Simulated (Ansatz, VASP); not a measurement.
**Sb: VASP beside Ansatz**

```
Sb
1.0
    -1.48466    1.48466    2.44648
     1.48466   -1.48466    2.44648
     1.48466    1.48466   -2.44648
Sb
1
Direct
  0.00000 0.00000 0.00000
```

Change from the starting cell: volume scaled by 0.96, PAW files.

Alike in both runs: task electric field gradients; functional PBE; k mesh 19 × 19 × 19; occupations fermi-dirac, width 0.05 eV; no spin polarisation.

|  | VASP | Ansatz |
| --- | --- | --- |
| version | VASP 6.6.1 | Ansatz 0.2.0 |
| potentials or method | VASP PAW PBE potentials, release 64 (Sb) | PAW with Ansatz's default frozen-core files, scalar-relativistic |
| plane-wave cutoff (eV) | 520 | 420 |
| valence electrons in the cell | 5 | 15 |

Ansatz gave:

```
pressure (GPa)                                                : 25.3
traceless stress, the component that is largest in VASP (GPa) : -2.03
size of Vzz on the site where it differs most (V/Å²)          : 36.8
```

Problem. What did VASP give for the same quantities?

Solution. Pressure (GPa): 25.4; traceless stress, the component that is largest in VASP (GPa): -2.14; size of Vzz on the site where it differs most (V/Å²): 37.8.

VASP's potentials hold 5 valence electrons a cell and Ansatz's 15, so a difference there can come from the potentials and not from the codes.

Neither program's run includes spin-orbit coupling.
